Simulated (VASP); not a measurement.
# AlNi3 (Pm-3m) in VASP: notebook, part 2 of 2

VASP 6.6.1. Earlier steps stand in the parts before.

## 4. Single point, LDA, collinear spin, ferromagnetic start (volume scaled by 0.98)

INCAR

```
PREC     = Accurate       # precision mode
ENCUT    = 520            # plane-wave cutoff, eV
EDIFF    = 1E-6           # SCF threshold, eV
ISMEAR   = -1             # smearing method
SIGMA    = 0.05           # smearing width, eV
LREAL    = False          # projectors in reciprocal space
LASPH    = True           # aspherical terms in the spheres
NELM     = 150            # most SCF steps
ALGO     = Normal         # electronic algorithm
ISIF     = 2              # what is computed and relaxed
LWAVE    = False          # write WAVECAR
LCHARG   = False          # write CHGCAR
ISPIN    = 2              # spin polarisation
MAGMOM   = 1 1 1 0        # initial moments
LORBIT   = 11             # projections on sites
LMAXMIX  = 4              # l up to which the mixer works
NBANDS   = 28             # bands
```

KPOINTS

```
regular mesh
0
Gamma
  8 8 8
```

POSCAR

```
AlNi3
1.0
    3.4994093517      0.0000000000      0.0000000000
    0.0000000000      3.4994093517      0.0000000000
    0.0000000000      0.0000000000      3.4994093517
Ni Al
3 1
Direct
    0.5000000000      0.5000000000      0.0000000000
    0.5000000000      0.0000000000      0.5000000000
    0.0000000000      0.5000000000      0.5000000000
    0.0000000000      0.0000000000      0.0000000000
```

Potentials or basis: VASP PAW LDA potentials, release 64 (Ni, Al).

Run with:

```
cat potpaw_LDA.64/Ni/POTCAR potpaw_LDA.64/Al/POTCAR > POTCAR
mpirun -np 1 vasp_std > vasp.out
```

OUTCAR:

```text
PREC = Accurate
   ENCUT = 520
   EDIFF = 1E-6
   ISMEAR = -1
   LREAL = False
   LASPH = True
   NELM = 150
   ISIF = 2
   ISPIN = 2
   LORBIT = 11

 ion  position               nearest neighbor table
   1  0.500  0.500  0.000-   2 2.47   3 2.47   4 2.47   2 2.47   3 2.47   2 2.47   4 2.47   2 2.47
                             3 2.47   4 2.47   3 2.47   4 2.47
   2  0.500  0.000  0.500-   1 2.47   3 2.47   4 2.47   1 2.47   4 2.47   1 2.47   3 2.47   1 2.47
                             3 2.47   4 2.47   4 2.47   3 2.47
   3  0.000  0.500  0.500-   1 2.47   2 2.47   4 2.47   1 2.47   4 2.47   2 2.47   4 2.47   4 2.47
                             1 2.47   2 2.47   1 2.47   2 2.47
   4  0.000  0.000  0.000-   1 2.47   2 2.47   3 2.47   2 2.47   3 2.47   1 2.47   3 2.47   3 2.47
                             1 2.47   2 2.47   2 2.47   1 2.47

  LATTYP: Found a simple cubic cell.
 ALAT       =     3.4994093517

  Lattice vectors:

 A1 = (   3.4994093517,   0.0000000000,   0.0000000000)
 A2 = (   0.0000000000,   3.4994093517,   0.0000000000)
 A3 = (   0.0000000000,   0.0000000000,   3.4994093517)

Analysis of symmetry for initial positions (statically):
=====================================================================
 Subroutine PRICEL returns:
 Original cell was already a primitive cell.

 Routine SETGRP: Setting up the symmetry group for a
 simple cubic supercell.

 Subroutine GETGRP returns: Found 48 space group operations
 (whereof 48 operations were pure point group operations)
 out of a pool of 48 trial point group operations.

The static configuration has the point symmetry O_h .

Analysis of symmetry for dynamics (positions and initial velocities):
=====================================================================
 Subroutine PRICEL returns:
 Original cell was already a primitive cell.

 Routine SETGRP: Setting up the symmetry group for a
 simple cubic supercell.

 Subroutine GETGRP returns: Found 48 space group operations
 (whereof 48 operations were pure point group operations)
 out of a pool of 48 trial point group operations.

The dynamic configuration has the point symmetry O_h .

Analysis of structural, dynamic, and magnetic symmetry:
=====================================================================
 Subroutine PRICEL returns:
 Original cell was already a primitive cell.

 Routine SETGRP: Setting up the symmetry group for a
 simple cubic supercell.

 Subroutine GETGRP returns: Found 48 space group operations
 (whereof 48 operations were pure point group operations)
 out of a pool of 48 trial point group operations.

The overall configuration has the point symmetry O_h .

 Subroutine INISYM returns: Found 48 space group operations
 (whereof 48 operations are pure point group operations),
 and found     1 'primitive' translations

----------------------------------------------------------------------------------------

                                     Primitive cell

  volume of cell :      42.8533

  direct lattice vectors                    reciprocal lattice vectors
     3.499409352  0.000000000  0.000000000     0.285762510  0.000000000  0.000000000
     0.000000000  3.499409352  0.000000000     0.000000000  0.285762510  0.000000000
     0.000000000  0.000000000  3.499409352     0.000000000  0.000000000  0.285762510

  length of vectors
[... 86 lines left out ...]
   EDIFF  = 0.1E-05   stopping-criterion for ELM
   LREAL  =      F    real-space projection
   EDIFFG = 0.1E-04   stopping-criterion for IOM
   NSW    =      0    number of steps for IOM
   IBRION =     -1    ionic relax: 0-MD 1-quasi-New 2-CG
   NFREE  =      0    steps in history (QN), initial steepest desc. (CG)
   ISIF   =      2    stress and relaxation
   ISYM   =      2    0-nonsym 1-usesym 2-fastsym
   POTIM  = 0.5000    time-step for ionic-motion
   TEBEG  =    0.0;   TEEND  =   0.0 temperature during run
   PSTRESS=    0.0 pullay stress
   NELECT =      33.0000    total number of electrons
   NUPDOWN=      -1.0000    fix difference up-down
   EMIN   =  10.00;   EMAX   =-10.00  energy-range for DOS
   EFERMI =   0.00;   METHOD = LEGACY
   ISMEAR =    -1;   SIGMA  =   0.05  broadening in eV -4-tet -1-fermi 0-gaus
   EFERMI_NEDOS =   21; number of points for ismear=-14 and -15
   IALGO  =     38    algorithm
   IMIX   =      4    mixing-type and parameters
     AMIX     =   0.40;   BMIX     =  1.00
     AMIX_MAG =   1.60;   BMIX_MAG =  1.00
  volume/ion in A,a.u.               =      10.71        72.30
  Fermi-wavevector in a.u.,A,eV,Ry     =   1.500553  2.835634 30.635693  2.251660
  Thomas-Fermi vector in A             =   2.612039
   LORBIT       =     11    0 simple, 1 ext, 2 COOP (PROOUT), +10 PAW based schemes
   GGA     = CA    functional components
   LHFCALC =     F    Hartree Fock is set to
   AEXX    =    0.0000 exact exchange contribution
   IVDW    =     0    specifies the selected vdW correction
   LEPSILON=     F    determine dielectric tensor
   LRPA    =     F    only Hartree local field effects (RPA)
 spin polarized calculation
  energy-cutoff  :      520.00
  volume of cell :       42.85
 maximum number of plane-waves:      1189
 NGX is ok and might be reduce to    28
   NGX = 13   NGY = 13   NGZ = 13

 number of electron      32.9999977 magnetization       0.3256995

 Free energy of the ion-electron system (eV)
  ---------------------------------------------------
  ext. energy  EPLUGINS =         0.00000000
  ---------------------------------------------------
  free energy    TOTEN  =       -25.83724943 eV

  energy without entropy =      -25.79805953  energy(sigma->0) =      -25.81765448

 E-fermi :   9.8929     XC(G=0): -13.2674

 val. band max:        9.8764060587   @ k =   0.3750   0.2500   0.2500
 cond. band min:       9.8975282720   @ k =   0.5000   0.3750   0.3750
 fundamental gap:      0.0211222133
 Fermi energy:         9.8928650887

 spin component 1

 k-point     1 :       0.0000    0.0000    0.0000
  band No.  band energies     occupation
      1      -0.3494      1.00000
      2       5.3531      1.00000
      3       6.0732      1.00000
      4       6.0732      1.00000
      5       6.4672      1.00000
      6       6.4672      1.00000
[... 733 lines left out ...]
     27      25.1379      0.00000
     28      25.4578      0.00000

 [... further k-points ...]

 spin component 2

 k-point     1 :       0.0000    0.0000    0.0000
  band No.  band energies     occupation
      1      -0.3487      1.00000
      2       5.4045      1.00000
      3       6.1394      1.00000
      4       6.1394      1.00000
      5       6.5737      1.00000
      6       6.5737      1.00000
[... 733 lines left out ...]
     27      25.1380      0.00000
     28      25.4808      0.00000

 [... further k-points ...]

------------------------ aborting loop because EDIFF is reached ----------------------------------------

  FORCE on cell =-STRESS in cart. coord.  units (eV):
  Direction    XX          YY          ZZ          XY          YZ          ZX
  --------------------------------------------------------------------------------------
  -------------------------------------------------------------------------------------
  Total       -0.8693182     -0.8693182     -0.8693182      0.0000000     -0.0000000      0.0000000
  in kB      -32.5016266    -32.5016266    -32.5016266      0.0000000     -0.0000000      0.0000000
  external PRESSURE =     -32.5016266 kB  Pullay stress =       0.0000000 kB

 VOLUME and BASIS-vectors are now :
 -----------------------------------------------------------------------------
  energy-cutoff  :      520.00
  volume of cell :       42.85
      direct lattice vectors                 reciprocal lattice vectors
     3.499409352  0.000000000  0.000000000     0.285762510  0.000000000  0.000000000
     0.000000000  3.499409352  0.000000000     0.000000000  0.285762510  0.000000000
     0.000000000  0.000000000  3.499409352     0.000000000  0.000000000  0.285762510

 POSITION                                       TOTAL-FORCE (eV/Angst)
 -----------------------------------------------------------------------------------
      1.74970      1.74970      0.00000         0.000000      0.000000      0.000000
      1.74970      0.00000      1.74970         0.000000      0.000000      0.000000
      0.00000      1.74970      1.74970         0.000000      0.000000      0.000000
      0.00000      0.00000      0.00000         0.000000      0.000000      0.000000
 -----------------------------------------------------------------------------------
    total drift:                                0.000000      0.000000      0.000000

  FREE ENERGIE OF THE ION-ELECTRON SYSTEM (eV)
  ---------------------------------------------------
  free  energy   TOTEN  =       -25.8372494323 eV

  energy  without entropy=      -25.7980595272  energy(sigma->0) =      -25.81765448

 total charge

# of ion       s       p       d       tot
------------------------------------------
    1        0.519   0.561   8.425   9.505
    2        0.519   0.561   8.425   9.505
    3        0.519   0.561   8.425   9.505
    4        0.418   0.416   0.000   0.834
--------------------------------------------------
tot          1.975   2.099  25.275  29.349

 magnetization (x)

# of ion       s       p       d       tot
------------------------------------------
    1       -0.001  -0.002   0.116   0.113
    2       -0.001  -0.002   0.116   0.113
    3       -0.001  -0.002   0.116   0.113
    4       -0.000  -0.003   0.000  -0.003
--------------------------------------------------
tot         -0.003  -0.010   0.348   0.335
```

Wall time 55 s (1 thread of Intel Xeon 6975P-C (Granite Rapids), shared host); peak memory 0.18 GiB.

What came out:

- Free energy: -25.8372 eV
- Pressure: -3.3 GPa
- Net moment: 0.33 μB per cell
- Site moments: Ni +0.11; Al -0.00 μB
- Valence electrons inside the program's atomic spheres: Ni 9.51; Al 0.83

Levels at points of the mesh, in eV from the Fermi level:
Spin up:
```
           k point  band 15  band 16  band 17  band 18  band 19  band 20
(0.00, 0.00, 0.00)     0.10     0.10     0.92     0.92     0.92     6.94
(0.50, 0.00, 0.00)    -1.00    -0.42     0.10     5.80     5.80     5.82
(0.50, 0.50, 0.00)    -0.92    -0.89    -0.52     1.05     1.05     8.47
(0.50, 0.50, 0.50)    -1.04    -0.19    -0.10    -0.10    -0.10     3.78
```
Spin down:
```
           k point  band 12  band 13  band 14  band 15  band 16  band 17  band 18  band 19  band 20  band 21
(0.00, 0.00, 0.00)    -0.39    -0.02     0.26     0.26     0.26     0.92     0.92     0.92     6.99     6.99
(0.50, 0.00, 0.00)    -1.07    -1.06    -1.06    -0.90    -0.32     0.26     5.83     5.83     5.85     5.85
(0.50, 0.50, 0.00)    -1.20    -1.20    -1.12    -0.84    -0.74    -0.45     1.16     1.16     8.49     8.49
(0.50, 0.50, 0.50)    -1.20    -1.20    -0.95    -0.95    -0.18     0.03     0.03     0.03     3.83     4.44
```

Caveat: the cell differs from its parent crystal (volume scaled by 0.98).

## 5. Single point, LDA, collinear spin, ferromagnetic start

This run uses another cell than the first one, of 10.93 Å³/atom, 1.042 times its volume.

INCAR

```
  PREC = Accurate
  ENCUT = 520
  EDIFF = 1E-7
  ISMEAR = -1
  SIGMA = 0.05
  LREAL = F
  LASPH = T
  NELM = 150
  ALGO = Fast
  ISIF = 2
  LWAVE = F
  LCHARG = F
  ISPIN = 2
  MAGMOM = 1 1 1 0
  LORBIT = 11
  LMAXMIX = 4
  GGA = CA
  NBANDS = 28
```

KPOINTS

```
Automatic mesh
0
Gamma
  8 8 8
```

POSCAR

```
AlNi3
1.0
    3.5230547267      0.0000000000      0.0000000000
    0.0000000000      3.5230547267      0.0000000000
    0.0000000000      0.0000000000      3.5230547267
Ni Al
3 1
Direct
    0.5000000000      0.5000000000      0.0000000000
    0.5000000000      0.0000000000      0.5000000000
    0.0000000000      0.5000000000      0.5000000000
    0.0000000000      0.0000000000      0.0000000000
```

Potentials or basis: VASP PAW LDA potentials, release 64 (Ni, Al).

Run with:

```
cat potpaw_LDA.64/Ni/POTCAR potpaw_LDA.64/Al/POTCAR > POTCAR
mpirun -np 1 vasp_std > vasp.out
```

OUTCAR:

```text
PREC = Accurate
   ENCUT = 520
   EDIFF = 1E-7
   ISMEAR = -1
   LREAL = F
   LASPH = T
   NELM = 150
   ISIF = 2
   ISPIN = 2
   LORBIT = 11
   GGA = CA

 ion  position               nearest neighbor table
   1  0.500  0.500  0.000-   2 2.49   3 2.49   4 2.49   2 2.49   3 2.49   2 2.49   4 2.49   2 2.49
                             3 2.49   4 2.49   3 2.49   4 2.49
   2  0.500  0.000  0.500-   1 2.49   3 2.49   4 2.49   1 2.49   4 2.49   1 2.49   3 2.49   1 2.49
                             3 2.49   4 2.49   4 2.49   3 2.49
   3  0.000  0.500  0.500-   1 2.49   2 2.49   4 2.49   1 2.49   4 2.49   2 2.49   4 2.49   4 2.49
                             1 2.49   2 2.49   1 2.49   2 2.49
   4  0.000  0.000  0.000-   1 2.49   2 2.49   3 2.49   2 2.49   3 2.49   1 2.49   3 2.49   3 2.49
                             1 2.49   2 2.49   2 2.49   1 2.49

  LATTYP: Found a simple cubic cell.
 ALAT       =     3.5230547267

  Lattice vectors:

 A1 = (   3.5230547267,   0.0000000000,   0.0000000000)
 A2 = (   0.0000000000,   3.5230547267,   0.0000000000)
 A3 = (   0.0000000000,   0.0000000000,   3.5230547267)

Analysis of symmetry for initial positions (statically):
[... 1691 lines left out ...]
     28      24.9975      0.00000

 [... further k-points ...]
[... 5 lines left out ...]
  --------------------------------------------------------------------------------------
  -------------------------------------------------------------------------------------
  Total       -1.9591659     -1.9591659     -1.9591659      0.0000000     -0.0000000      0.0000000
  in kB      -71.7833337    -71.7833337    -71.7833337      0.0000000     -0.0000000      0.0000000
  external PRESSURE =     -71.7833337 kB  Pullay stress =       0.0000000 kB

 VOLUME and BASIS-vectors are now :
 -----------------------------------------------------------------------------
  energy-cutoff  :      520.00
  volume of cell :       43.73
      direct lattice vectors                 reciprocal lattice vectors
     3.523054727  0.000000000  0.000000000     0.283844583  0.000000000  0.000000000
     0.000000000  3.523054727  0.000000000     0.000000000  0.283844583  0.000000000
     0.000000000  0.000000000  3.523054727     0.000000000  0.000000000  0.283844583

 POSITION                                       TOTAL-FORCE (eV/Angst)
 -----------------------------------------------------------------------------------
      1.76153      1.76153      0.00000         0.000000      0.000000      0.000000
      1.76153      0.00000      1.76153         0.000000      0.000000      0.000000
      0.00000      1.76153      1.76153         0.000000      0.000000      0.000000
      0.00000      0.00000      0.00000         0.000000      0.000000      0.000000
 -----------------------------------------------------------------------------------
    total drift:                                0.000000      0.000000      0.000000

  FREE ENERGIE OF THE ION-ELECTRON SYSTEM (eV)
  ---------------------------------------------------
  free  energy   TOTEN  =       -25.8087013888 eV

  energy  without entropy=      -25.7697201226  energy(sigma->0) =      -25.78921076

 total charge

# of ion       s       p       d       tot
------------------------------------------
    1        0.510   0.542   8.415   9.466
    2        0.510   0.542   8.415   9.466
    3        0.510   0.542   8.415   9.466
    4        0.415   0.408   0.000   0.823
--------------------------------------------------
tot          1.945   2.032  25.244  29.221

 magnetization (x)

# of ion       s       p       d       tot
------------------------------------------
    1       -0.001  -0.003   0.134   0.130
    2       -0.001  -0.003   0.134   0.130
    3       -0.001  -0.003   0.134   0.130
    4       -0.000  -0.004   0.000  -0.004
--------------------------------------------------
tot         -0.003  -0.012   0.402   0.387
```

OSZICAR:

```text
N       E                     dE             d eps       ncg     rms          rms(c)
DAV:   1     0.192159374627E+03    0.19216E+03   -0.14185E+04  4040   0.155E+03
DAV:   2    -0.170095240106E+02   -0.20917E+03   -0.19359E+03  3924   0.293E+02
DAV:   3    -0.297436530119E+02   -0.12734E+02   -0.11871E+02  4360   0.906E+01
[... 11 lines left out ...]
RMM:  15    -0.258086922999E+02   -0.62173E-05   -0.48741E-06  5184   0.149E-02    0.266E-02
RMM:  16    -0.258086988452E+02   -0.65453E-05   -0.69170E-06  4872   0.216E-02    0.158E-02
RMM:  17    -0.258087012430E+02   -0.23979E-05   -0.66400E-06  4868   0.208E-02    0.387E-03
RMM:  18    -0.258087013594E+02   -0.11633E-06   -0.76512E-07  4296   0.510E-03    0.220E-03
RMM:  19    -0.258087013888E+02   -0.29481E-07   -0.15847E-07  2616   0.249E-03
   1 F= -.25808701E+02 E0= -.25789211E+02  d E =-.389813E-01  mag=     0.3765
```

It took 58 s on 1 thread of Intel Xeon 6975P-C (Granite Rapids), shared host; peak memory 0.18 GiB.

Results:

```
Free energy                                           : -25.8087 eV
Pressure                                              : -7.2 GPa
Net moment                                            : 0.38 μB per cell
Site moments                                          : Ni +0.13; Al -0.00 μB
Valence electrons inside the program's atomic spheres : Ni 9.47; Al 0.82
```

## 6. Overview

| level | potentials or basis | cell | gap on the mesh (eV) | pressure (GPa) | moment (μB) |
| --- | --- | --- | --- | --- | --- |
| LDA | VASP PAW LDA potentials, release 64 (Ni, Al) | a = 3.475 Å, 4 atoms | none | 1.2 | 0.26 |
| PBEsol | VASP PAW PBE potentials, release 64 (Ni, Al) | a = 3.475 Å, 4 atoms | none | 8.4 | 0.57 |
| LDA | VASP PAW LDA potentials, release 64 (Ni, Al) | a = 3.499 Å, 4 atoms | none | -3.3 | 0.33 |
| LDA | VASP PAW LDA potentials, release 64 (Ni, Al) | a = 3.523 Å, 4 atoms | none | -7.2 | 0.38 |

Alike in all rows: task single point; spin collinear, ferromagnetic start; k mesh 8 × 8 × 8; cutoff (eV) 520; smearing fermi-dirac 0.05 eV.

Caveats: the PAW data sets were made with another functional, which shifts forces and pressure a little (some runs).

Total energies depend on the potentials used, so only differences within one code and one set of settings carry meaning.
